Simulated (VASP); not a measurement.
# Bi (R-3m) in VASP: further runs

The runs below take Bi through electric field gradients, with LDA.

Everything below comes from runs of VASP 6.6.1. Logs are shortened: lines on timing, memory, paths and dates and some standing lists are left out, and cuts for length are marked.

### 1 The cell of the first run

The structure is trigonal, space group R-3m (No. 166). Conventional cell: a = 4.546 Å, b = 4.546 Å, c = 11.981 Å, α = 90.00°, β = 90.00°, γ = 120.00°. Within 4.1 Å of Bi (site symmetry 3m) lie 6 Bi at 3.08 to 3.54 Å.

### 2 Electric field gradients, LDA (zz strain of +1 %)

File INCAR:

```
SYSTEM = Bi
PREC     = Accurate       ! precision mode
ENCUT    = 520            ! plane-wave cutoff, eV
EDIFF    = 1E-8           ! SCF threshold, eV
ISMEAR   = -1             ! smearing method
SIGMA    = 0.03           ! smearing width, eV
LREAL    = .False.        ! projectors in reciprocal space
LASPH    = .True.         ! aspherical terms in the spheres
NELM     = 60             ! most SCF steps
ALGO     = Normal         ! electronic algorithm
ISIF     = 2              ! what is computed and relaxed
LWAVE    = .False.        ! write WAVECAR
LCHARG   = .False.        ! write CHGCAR
LEFG     = .True.       
NBANDS   = 22             ! bands
```

File KPOINTS:

```
Automatic mesh
0
Gamma
  11 11 11
  0 0 0
```

File POSCAR:

```
Bi
1.0
    2.2729996784      1.3123169762      3.9935400000
   -2.2729996784      1.3123169762      3.9935400000
    0.0000000000     -2.6246339523      3.9935400000
Bi
2
Direct
    0.2338900000      0.2338900000      0.2338900000
    0.7661100000      0.7661100000      0.7661100000
```

Potentials or basis: VASP PAW LDA potentials, release 64 (Bi_d).

Command:

```
> cat potpaw_LDA.64/Bi_d/POTCAR > POTCAR
> mpirun -np 1 vasp_std > vasp.out
```

OUTCAR:

```text
SYSTEM = Bi
   PREC = Accurate
   ENCUT = 520
   EDIFF = 1E-8
   ISMEAR = -1
   LREAL = .False.
   LASPH = .True.
   NELM = 60
   ISIF = 2

 ion  position               nearest neighbor table
   1  0.234  0.234  0.234-   2 3.08   2 3.08   2 3.08   2 3.54   2 3.54   2 3.54
   2  0.766  0.766  0.766-   1 3.08   1 3.08   1 3.08   1 3.54   1 3.54   1 3.54

  LATTYP: Found a trigonal (rhomboedric) cell.
 ALAT       =     4.7788141956
 COS(alpha) =     0.5475313915

  Lattice vectors:

 A1 = (   2.2729996784,   1.3123169762,   3.9935400000)
 A2 = (  -2.2729996784,   1.3123169762,   3.9935400000)
 A3 = (   0.0000000000,  -2.6246339523,   3.9935400000)

Analysis of symmetry for initial positions (statically):
=====================================================================
 Subroutine PRICEL returns:
 Original cell was already a primitive cell.

 Routine SETGRP: Setting up the symmetry group for a
 trigonal (rhombohedral) supercell.

 Subroutine GETGRP returns: Found 12 space group operations
 (whereof 12 operations were pure point group operations)
 out of a pool of 12 trial point group operations.

The static configuration has the point symmetry D_3d.

Analysis of symmetry for dynamics (positions and initial velocities):
=====================================================================
 Subroutine PRICEL returns:
 Original cell was already a primitive cell.

 Routine SETGRP: Setting up the symmetry group for a
 trigonal (rhombohedral) supercell.

 Subroutine GETGRP returns: Found 12 space group operations
 (whereof 12 operations were pure point group operations)
 out of a pool of 12 trial point group operations.

The dynamic configuration has the point symmetry D_3d.

 Subroutine INISYM returns: Found 12 space group operations
 (whereof 12 operations are pure point group operations),
 and found     1 'primitive' translations

----------------------------------------------------------------------------------------

                                     Primitive cell

  volume of cell :      71.4739

  direct lattice vectors                    reciprocal lattice vectors
[... 119 lines left out ...]
  energy-cutoff  :      520.00
  volume of cell :       71.47
 maximum number of plane-waves:      1964
   NGX = 17   NGY = 17   NGZ = 17

 number of electron      30.0000003 magnetization

 Free energy of the ion-electron system (eV)
  ---------------------------------------------------
  ext. energy  EPLUGINS =         0.00000000
  ---------------------------------------------------
  free energy    TOTEN  =        -9.09703095 eV

  energy without entropy =       -9.09637797  energy(sigma->0) =       -9.09670446

 E-fermi :   5.8817     XC(G=0):  -9.7264

 val. band max:        5.8689152871   @ k =   0.3636   0.1818   0.1818
 cond. band min:       6.0261990812   @ k =   0.4545   0.0909   0.0909
 fundamental gap:      0.1572837941
 Fermi energy:         5.8817115083

 k-point     1 :       0.0000    0.0000    0.0000
  band No.  band energies     occupation
      1     -16.9443      2.00000
      2     -16.9443      2.00000
      3     -16.7952      2.00000
      4     -16.7952      2.00000
      5     -16.7809      2.00000
      6     -16.6170      2.00000
[... 589 lines left out ...]
     21      13.8659      0.00000
     22      14.3900      0.00000

 [... further k-points ...]

------------------------ aborting loop because EDIFF is reached ----------------------------------------

  FORCE on cell =-STRESS in cart. coord.  units (eV):
  Direction    XX          YY          ZZ          XY          YZ          ZX
  --------------------------------------------------------------------------------------
  -------------------------------------------------------------------------------------
  Total       -0.9508236     -0.9508236     -0.9858465      0.0000000     -0.0000000      0.0000000
  in kB      -21.3139099    -21.3139099    -22.0989929      0.0000000     -0.0000000      0.0000000
  external PRESSURE =     -21.5756042 kB  Pullay stress =       0.0000000 kB

 VOLUME and BASIS-vectors are now :
 -----------------------------------------------------------------------------
  energy-cutoff  :      520.00
  volume of cell :       71.47
      direct lattice vectors                 reciprocal lattice vectors
     2.272999678  1.312316976  3.993540000     0.219973634  0.127001837  0.083468134
    -2.272999678  1.312316976  3.993540000    -0.219973634  0.127001837  0.083468134
     0.000000000 -2.624633952  3.993540000     0.000000000 -0.254003674  0.083468134

 POSITION                                       TOTAL-FORCE (eV/Angst)
 -----------------------------------------------------------------------------------
      0.00000      0.00000      2.80215         0.000000     -0.000000     -0.001169
      0.00000      0.00000      9.17847         0.000000      0.000000      0.001169
 -----------------------------------------------------------------------------------
    total drift:                                0.000000     -0.000000      0.000000

  FREE ENERGIE OF THE ION-ELECTRON SYSTEM (eV)
  ---------------------------------------------------
  free  energy   TOTEN  =        -9.0970309503 eV

  energy  without entropy=       -9.0963779657  energy(sigma->0) =       -9.09670446

 Electric field gradients (V/A^2)
---------------------------------------------------------------------
 ion       V_xx      V_yy      V_zz      V_xy      V_xz      V_yz
---------------------------------------------------------------------
   1      12.351    12.351   -24.702    -0.000    -0.000    -0.000
   2      12.351    12.351   -24.702     0.000    -0.000    -0.000
---------------------------------------------------------------------

 Electric field gradients after diagonalization (V/A^2)
 (convention: |V_zz| > |V_xx| > |V_yy|)
----------------------------------------------------------------------
 ion       V_xx      V_yy      V_zz     asymmetry (V_yy - V_xx)/ V_zz
----------------------------------------------------------------------
   1      12.351    12.351   -24.702       0.000
   2      12.351    12.351   -24.702       0.000
----------------------------------------------------------------------

           NMR quadrupolar parameters

 Cq : quadrupolar parameter    Cq=e*Q*V_zz/h
 eta: asymmetry parameters     (V_yy - V_xx)/ V_zz
 Q  : nuclear electric quadrupole moment in mb (millibarn)
----------------------------------------------------------------------
 ion       Cq(MHz)       eta       Q (mb)
----------------------------------------------------------------------
   1      -0.060       0.000       1.000
   2      -0.060       0.000       1.000
----------------------------------------------------------------------
```

stdout:

```text
POSCAR found type information on POSCAR Bi
 POSCAR found :  1 types and       2 ions
 scaLAPACK will be used
 LDA part: xc-table for (Slater(with rela. corr.)+CA(PZ))
 , standard interpolation
 POSCAR, INCAR and KPOINTS ok, starting setup
 FFT: planning ... GRIDC
 FFT: planning ... GRID_SOFT
 FFT: planning ... GRID
 WAVECAR not read
 entering main loop
ion   1

ion   2
```

Run time: 71 s. Hardware: 1 thread of Intel Xeon Platinum 8559C (Emerald Rapids), shared host; peak memory 0.3 GiB.

What came out:

- Free energy: -9.0970 eV
- Pressure: -2.2 GPa
- Band gap on the k mesh: zero (band 15 reaches 5.87 eV, above the bottom of band 16 at 5.80 eV)

Electric field gradients, principal values (V/Å²):
| atom | least | middle | greatest (by size) |
| --- | --- | --- | --- |
| 1 Bi | 12.351 | 12.351 | -24.702 |
| 2 Bi | 12.351 | 12.351 | -24.702 |

Caveat: the cell differs from its parent crystal (zz strain of +1 %); without QUAD_EFG the Cq values of the log hold for a quadrupole moment of 1 mb, not for the nuclei; spin-orbit coupling is left out, which moves the levels of the heavy elements.

### 3 Electric field gradients, LDA (volume scaled by 1.02)

File INCAR:

```
PREC = Accurate ; ENCUT = 520
EDIFF = 1E-8 ; ISMEAR = -1
SIGMA = 0.03 ; LREAL = False
LASPH = True ; NELM = 100
ALGO = Normal ; ISIF = 2
LWAVE = False ; LCHARG = False
GGA = CA ; LEFG = True
NBANDS = 22
```

File KPOINTS:

```
Automatic mesh
0
Gamma
  11 11 11
```

File POSCAR:

```
Bi
1.0
    2.2880530951      1.3210080704      3.9801861936
   -2.2880530951      1.3210080704      3.9801861936
    0.0000000000     -2.6420161407      3.9801861936
Bi
2
Direct
    0.2338900000      0.2338900000      0.2338900000
    0.7661100000      0.7661100000      0.7661100000
```

Potentials or basis: VASP PAW LDA potentials, release 64 (Bi_d).

Command:

```
> cat potpaw_LDA.64/Bi_d/POTCAR > POTCAR
> mpirun -np 1 vasp_std > vasp.out
```

OUTCAR:

```text
PREC = Accurate
   ENCUT = 520
   EDIFF = 1E-8
   ISMEAR = -1
   LREAL = False
   LASPH = True
   NELM = 100
   ISIF = 2
   GGA = CA

 ion  position               nearest neighbor table
   1  0.234  0.234  0.234-   2 3.09   2 3.09   2 3.09   2 3.55   2 3.55   2 3.55
   2  0.766  0.766  0.766-   1 3.09   1 3.09   1 3.09   1 3.55   1 3.55   1 3.55

  LATTYP: Found a trigonal (rhomboedric) cell.
 ALAT       =     4.7772514508
 COS(alpha) =     0.5412184017

  Lattice vectors:

 A1 = (   2.2880530951,   1.3210080704,   3.9801861936)
 A2 = (  -2.2880530951,   1.3210080704,   3.9801861936)
 A3 = (   0.0000000000,  -2.6420161407,   3.9801861936)

Analysis of symmetry for initial positions (statically):
=====================================================================
 Subroutine PRICEL returns:
 Original cell was already a primitive cell.

 Routine SETGRP: Setting up the symmetry group for a
 trigonal (rhombohedral) supercell.

 Subroutine GETGRP returns: Found 12 space group operations
 (whereof 12 operations were pure point group operations)
 out of a pool of 12 trial point group operations.

The static configuration has the point symmetry D_3d.

Analysis of symmetry for dynamics (positions and initial velocities):
=====================================================================
 Subroutine PRICEL returns:
 Original cell was already a primitive cell.

 Routine SETGRP: Setting up the symmetry group for a
 trigonal (rhombohedral) supercell.

 Subroutine GETGRP returns: Found 12 space group operations
 (whereof 12 operations were pure point group operations)
 out of a pool of 12 trial point group operations.

[... 156 lines left out ...]
      1     -17.0411      2.00000
      2     -17.0411      2.00000
      3     -16.8973      2.00000
      4     -16.8973      2.00000
      5     -16.8817      2.00000
      6     -16.7255      2.00000
[... 589 lines left out ...]
     21      13.6982      0.00000
     22      14.1813      0.00000

 [... further k-points ...]

------------------------ aborting loop because EDIFF is reached ----------------------------------------

  FORCE on cell =-STRESS in cart. coord.  units (eV):
  Direction    XX          YY          ZZ          XY          YZ          ZX
  --------------------------------------------------------------------------------------
  -------------------------------------------------------------------------------------
  Total       -1.2221509     -1.2221509     -1.0909520      0.0000000     -0.0000000      0.0000000
  in kB      -27.1274642    -27.1274642    -24.2153089      0.0000000     -0.0000000      0.0000000
  external PRESSURE =     -26.1567458 kB  Pullay stress =       0.0000000 kB

 VOLUME and BASIS-vectors are now :
 -----------------------------------------------------------------------------
  energy-cutoff  :      520.00
  volume of cell :       72.18
      direct lattice vectors                 reciprocal lattice vectors
     2.288053095  1.321008070  3.980186194     0.218526397  0.126166274  0.083748176
    -2.288053095  1.321008070  3.980186194    -0.218526397  0.126166274  0.083748176
     0.000000000 -2.642016141  3.980186194     0.000000000 -0.252332549  0.083748176

 POSITION                                       TOTAL-FORCE (eV/Angst)
 -----------------------------------------------------------------------------------
      0.00000      0.00000      2.79278         0.000000     -0.000000     -0.025774
      0.00000      0.00000      9.14778         0.000000      0.000000      0.025774
 -----------------------------------------------------------------------------------
    total drift:                                0.000000     -0.000000      0.000000

  FREE ENERGIE OF THE ION-ELECTRON SYSTEM (eV)
  ---------------------------------------------------
  free  energy   TOTEN  =        -9.0864852554 eV

  energy  without entropy=       -9.0858192520  energy(sigma->0) =       -9.08615225

 Electric field gradients (V/A^2)
---------------------------------------------------------------------
 ion       V_xx      V_yy      V_zz      V_xy      V_xz      V_yz
---------------------------------------------------------------------
   1      15.618    15.618   -31.235    -0.000     0.000    -0.000
   2      15.618    15.618   -31.235    -0.000     0.000    -0.000
---------------------------------------------------------------------

 Electric field gradients after diagonalization (V/A^2)
 (convention: |V_zz| > |V_xx| > |V_yy|)
----------------------------------------------------------------------
 ion       V_xx      V_yy      V_zz     asymmetry (V_yy - V_xx)/ V_zz
----------------------------------------------------------------------
   1      15.618    15.618   -31.235       0.000
   2      15.618    15.618   -31.235       0.000
----------------------------------------------------------------------

           NMR quadrupolar parameters

 Cq : quadrupolar parameter    Cq=e*Q*V_zz/h
 eta: asymmetry parameters     (V_yy - V_xx)/ V_zz
 Q  : nuclear electric quadrupole moment in mb (millibarn)
----------------------------------------------------------------------
 ion       Cq(MHz)       eta       Q (mb)
----------------------------------------------------------------------
   1      -0.076       0.000       1.000
   2      -0.076       0.000       1.000
----------------------------------------------------------------------
```

OSZICAR:

```text
N       E                     dE             d eps       ncg     rms          rms(c)
DAV:   1     0.306801304882E+03    0.30680E+03   -0.16197E+04  6432   0.163E+03
DAV:   2     0.170753504919E+02   -0.28973E+03   -0.28287E+03  6532   0.433E+02
DAV:   3    -0.819707401868E+01   -0.25272E+02   -0.25009E+02  7696   0.143E+02
DAV:   4    -0.907030674318E+01   -0.87323E+00   -0.87278E+00  7980   0.294E+01
DAV:   5    -0.910786587535E+01   -0.37559E-01   -0.37558E-01  9280   0.546E+00    0.106E+00
DAV:   6    -0.909314618309E+01    0.14720E-01   -0.19664E-02  8468   0.148E+00    0.620E-01
DAV:   7    -0.908652444887E+01    0.66217E-02   -0.12439E-02  7984   0.118E+00    0.103E-01
DAV:   8    -0.908647752707E+01    0.46922E-04   -0.12740E-03  7476   0.416E-01    0.199E-02
DAV:   9    -0.908648556894E+01   -0.80419E-05   -0.56460E-05  9976   0.570E-02    0.817E-03
DAV:  10    -0.908648518623E+01    0.38271E-06   -0.31121E-06  8124   0.160E-02    0.147E-03
DAV:  11    -0.908648524846E+01   -0.62230E-07   -0.20271E-07  8544   0.353E-03    0.699E-04
DAV:  12    -0.908648525544E+01   -0.69781E-08   -0.25008E-08  6380   0.113E-03
   1 F= -.90864853E+01 E0= -.90861523E+01  d E =-.666003E-03
```

It took 72 s on 1 thread of Intel Xeon Platinum 8559C (Emerald Rapids), shared host; peak memory 0.3 GiB.

Results:

| Property | Result |
| --- | --- |
| Free energy | -9.0865 eV |
| Pressure | -2.6 GPa |
| Largest force | 0.026 eV/Å |
| Band gap on the k mesh | zero (band 15 reaches 5.74 eV, above the bottom of band 16 at 5.69 eV) |

Forces in eV/Å, atoms in the order of the input:
```
Bi   0.000  0.000 -0.026
Bi   0.000  0.000  0.026
```

Electric field gradients, principal values (V/Å²):
| atom | least | middle | greatest (by size) |
| --- | --- | --- | --- |
| 1 Bi | 15.618 | 15.618 | -31.235 |
| 2 Bi | 15.618 | 15.618 | -31.235 |

Caveat: without QUAD_EFG the Cq values of the log hold for a quadrupole moment of 1 mb, not for the nuclei; spin-orbit coupling is left out, which moves the levels of the heavy elements.

[end of part 1 of 2]
